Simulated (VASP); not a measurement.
# CdO (Fm-3m) in VASP: single point with HSE06

Aim: the single point of CdO with HSE06.

All numbers are computed with VASP 6.6.1; they aren't measurements. Logs are shortened: lines on timing, memory, paths and dates and some standing lists are left out, and cuts for length are marked.

**1. The cell of the first run**

The structure is cubic, space group Fm-3m (No. 225). The conventional cell has a = 4.706 Å, b = 4.706 Å, c = 4.706 Å, α = 90.00°, β = 90.00°, γ = 90.00°. Cd (site symmetry m-3m) has 6 O at 2.35 Å within 3.1 Å. O (site symmetry m-3m) has 6 Cd at 2.35 Å within 3.1 Å.

**2. Single point, HSE06, non-collinear spin, zero start, spin-orbit coupling**

File POSCAR:

```
CdO
1.0
    0.0000000000      2.3530013664      2.3530013664
    2.3530013664      0.0000000000      2.3530013664
    2.3530013664      2.3530013664      0.0000000000
Cd O
1 1
Direct
    0.0000000000      0.0000000000      0.0000000000
    0.5000000000      0.5000000000      0.5000000000
```

File INCAR.step1:

```
ALGO = Normal
EDIFF = 1E-5
ENCUT = 520
GGA = PE
GGA_COMPAT = F
ISIF = 2
ISMEAR = -1
KPAR = 4
LASPH = T
LCHARG = F
LORBIT = 11
LORBMOM = T
LREAL = F
LSORBIT = T
LWAVE = T
MAGMOM = 0 0 0 0 0 0
NBANDS = 30
NELM = 200
PREC = Accurate
SIGMA = 0.02
```

File INCAR.step2:

```
ALGO = Normal
EDIFF = 1E-6
ENCUT = 520
GGA = PE
GGA_COMPAT = F
HFSCREEN = 0.2079
ISIF = 2
ISMEAR = -1
ISTART = 1
KPAR = 4
LASPH = T
LCHARG = F
LHFCALC = T
LORBIT = 11
LORBMOM = T
LREAL = F
LSORBIT = T
LWAVE = F
MAGMOM = 0 0 0 0 0 0
NBANDS = 30
NELM = 200
PREC = Accurate
PRECFOCK = Normal
SIGMA = 0.02
```

File KPOINTS:

```
k-points
0
Gamma
  6 6 6
```

Potentials or basis: VASP PAW PBE potentials, release 64 (Cd, O).

Started as:

```bash
$ cat potpaw_PBE.64/Cd/POTCAR potpaw_PBE.64/O/POTCAR > POTCAR
$ cp INCAR.step1 INCAR
$ mpirun -np 4 vasp_ncl > vasp.out
$ cp INCAR.step2 INCAR
$ mpirun -np 4 vasp_ncl > vasp.out
```

OUTCAR:

```text
EDIFF = 1E-6
   ENCUT = 520
   GGA = PE
   HFSCREEN = 0.2079
   ISIF = 2
   ISMEAR = -1
   ISTART = 1
   LASPH = T
   LHFCALC = T
   LORBIT = 11
   LREAL = F
   LSORBIT = T
   NELM = 200
   PREC = Accurate
   PRECFOCK = Normal

 ion  position               nearest neighbor table
   1  0.000  0.000  0.000-   2 2.35   2 2.35   2 2.35   2 2.35   2 2.35   2 2.35
   2  0.500  0.500  0.500-   1 2.35   1 2.35   1 2.35   1 2.35   1 2.35   1 2.35

  LATTYP: Found a face centered cubic cell.
 ALAT       =     4.7060027328

  Lattice vectors:

 A1 = (   0.0000000000,   2.3530013664,   2.3530013664)
 A2 = (   2.3530013664,   0.0000000000,   2.3530013664)
 A3 = (   2.3530013664,   2.3530013664,   0.0000000000)

Analysis of symmetry for initial positions (statically):
=====================================================================
 Subroutine PRICEL returns:
 Original cell was already a primitive cell.

 Routine SETGRP: Setting up the symmetry group for a
 face centered cubic supercell.

 Subroutine GETGRP returns: Found 48 space group operations
 (whereof 48 operations were pure point group operations)
 out of a pool of 48 trial point group operations.

The static configuration has the point symmetry O_h .

Analysis of symmetry for dynamics (positions and initial velocities):
=====================================================================
 Subroutine PRICEL returns:
 Original cell was already a primitive cell.

 Routine SETGRP: Setting up the symmetry group for a
 face centered cubic supercell.

 Subroutine GETGRP returns: Found 48 space group operations
 (whereof 48 operations were pure point group operations)
 out of a pool of 48 trial point group operations.

The dynamic configuration has the point symmetry O_h .

Analysis of structural, dynamic, and magnetic symmetry:
=====================================================================
 Subroutine PRICEL returns:
 Original cell was already a primitive cell.

 Routine SETGRP: Setting up the symmetry group for a
 face centered cubic supercell.

 Subroutine GETGRP returns: Found 48 space group operations
 (whereof 48 operations were pure point group operations)
 out of a pool of 48 trial point group operations.

The overall configuration has the point symmetry O_h .

[... 702 lines left out ...]
      0.00000      0.00000      0.00000         0.000000      0.000000     -0.000000
      2.35300      2.35300      2.35300        -0.000000     -0.000000      0.000000
 -----------------------------------------------------------------------------------
    total drift:                               -0.000000     -0.000000     -0.000000

  FREE ENERGIE OF THE ION-ELECTRON SYSTEM (eV)
  ---------------------------------------------------
  free  energy   TOTEN  =       -10.0202323185 eV

  energy  without entropy=      -10.0202323185  energy(sigma->0) =      -10.02023232

 orbital moment (x)

 # of ion     p       d       tot
 ----------------------------------------
  1         0.000  -0.000  -0.000
  2        -0.000   0.000  -0.000
 ----------------------------------------
           -0.000  -0.000  -0.000

 orbital moment (y)

 # of ion     p       d       tot
 ----------------------------------------
  1        -0.000  -0.000  -0.000
  2        -0.000   0.000  -0.000
 ----------------------------------------
           -0.000  -0.000  -0.000

 orbital moment (z)

 # of ion     p       d       tot
 ----------------------------------------
  1        -0.000  -0.000  -0.000
  2        -0.000   0.000  -0.000
 ----------------------------------------
           -0.000  -0.000  -0.000

 Spin-Orbit-Coupling matrix elements

 Ion:    1  E_soc:     -0.0474437
 l=   1
     0.0000000    -0.0014575    -0.0014575
    -0.0014575     0.0000000    -0.0014575
    -0.0014575    -0.0014575     0.0000000
 l=   2
     0.0000000    -0.0013286     0.0000000    -0.0013286    -0.0051211
    -0.0013286     0.0000000    -0.0038409    -0.0013286    -0.0012803
     0.0000000    -0.0038409     0.0000000    -0.0038409     0.0000000
    -0.0013286    -0.0013286    -0.0038409     0.0000000    -0.0012803
    -0.0051211    -0.0012803     0.0000000    -0.0012803     0.0000000
 l=   3
     0.0000000     0.0000000     0.0000000     0.0000000     0.0000000     0.0000000     0.0000000
     0.0000000     0.0000000     0.0000000     0.0000000     0.0000000     0.0000000     0.0000000
     0.0000000     0.0000000     0.0000000     0.0000000     0.0000000     0.0000000     0.0000000
     0.0000000     0.0000000     0.0000000     0.0000000     0.0000000     0.0000000     0.0000000
     0.0000000     0.0000000     0.0000000     0.0000000     0.0000000     0.0000000     0.0000000
     0.0000000     0.0000000     0.0000000     0.0000000     0.0000000     0.0000000     0.0000000
     0.0000000     0.0000000     0.0000000     0.0000000     0.0000000     0.0000000     0.0000000

 Ion:    2  E_soc:     -0.0004035
 l=   1
     0.0000000    -0.0000672    -0.0000672
    -0.0000672     0.0000000    -0.0000672
    -0.0000672    -0.0000672     0.0000000
 l=   2
     0.0000000     0.0000000     0.0000000     0.0000000     0.0000000
     0.0000000     0.0000000     0.0000000     0.0000000     0.0000000
     0.0000000     0.0000000     0.0000000     0.0000000     0.0000000
     0.0000000     0.0000000     0.0000000     0.0000000     0.0000000
     0.0000000     0.0000000     0.0000000     0.0000000     0.0000000
 l=   3
     0.0000000     0.0000000     0.0000000     0.0000000     0.0000000     0.0000000     0.0000000
     0.0000000     0.0000000     0.0000000     0.0000000     0.0000000     0.0000000     0.0000000
     0.0000000     0.0000000     0.0000000     0.0000000     0.0000000     0.0000000     0.0000000
     0.0000000     0.0000000     0.0000000     0.0000000     0.0000000     0.0000000     0.0000000
     0.0000000     0.0000000     0.0000000     0.0000000     0.0000000     0.0000000     0.0000000
     0.0000000     0.0000000     0.0000000     0.0000000     0.0000000     0.0000000     0.0000000
     0.0000000     0.0000000     0.0000000     0.0000000     0.0000000     0.0000000     0.0000000

 total charge

# of ion       s       p       d       tot
------------------------------------------
    1        0.299   0.248   9.691  10.239
    2        1.569   3.403   0.000   4.972
--------------------------------------------------
tot          1.869   3.651   9.691  15.210

 magnetization (x)

# of ion       s       p       d       tot
------------------------------------------
    1       -0.000   0.000  -0.000  -0.000
    2        0.000   0.000   0.000   0.000
--------------------------------------------------
tot         -0.000   0.000  -0.000  -0.000

 magnetization (y)

# of ion       s       p       d       tot
------------------------------------------
    1       -0.000   0.000   0.000   0.000
    2       -0.000   0.000   0.000  -0.000
--------------------------------------------------
tot         -0.000   0.000   0.000   0.000

 magnetization (z)

# of ion       s       p       d       tot
------------------------------------------
    1        0.000  -0.000   0.000   0.000
    2        0.000   0.000   0.000   0.000
--------------------------------------------------
tot          0.000   0.000   0.000   0.000
```

OUTCAR.step1:

```text
EDIFF = 1E-5
   ENCUT = 520
   GGA = PE
   ISIF = 2
   ISMEAR = -1
   LASPH = T
   LORBIT = 11
   LREAL = F
[... 851 lines left out ...]
tot          0.000   0.000   0.000   0.000

 magnetization (y)

# of ion       s       p       d       tot
------------------------------------------
    1        0.000  -0.000   0.000   0.000
    2       -0.000  -0.000   0.000  -0.000
--------------------------------------------------
tot         -0.000  -0.000   0.000   0.000

 magnetization (z)

# of ion       s       p       d       tot
------------------------------------------
    1       -0.000   0.000  -0.000  -0.000
    2       -0.000  -0.000   0.000  -0.000
--------------------------------------------------
tot         -0.000   0.000  -0.000  -0.000
```

Run time: 31 min. Hardware: 4 MPI ranks of Intel Xeon Platinum 8488C (Sapphire Rapids), shared host; peak memory 0.35 GiB.

What came out:

* Free energy: -10.0202 eV
* Pressure: 1.5 GPa
* Net moment: 0.00 μB per cell
* Valence electrons inside the program's atomic spheres: Cd 10.24; O 4.97

Moments on the atoms (μB; x, y, z):
```
Cd  0.00 0.00 0.00
O   0.00 0.00 0.00
```

Caveat: the k points lie up to 0.39 Å⁻¹ apart; the PAW data sets were made with another functional, which shifts forces and pressure a little.
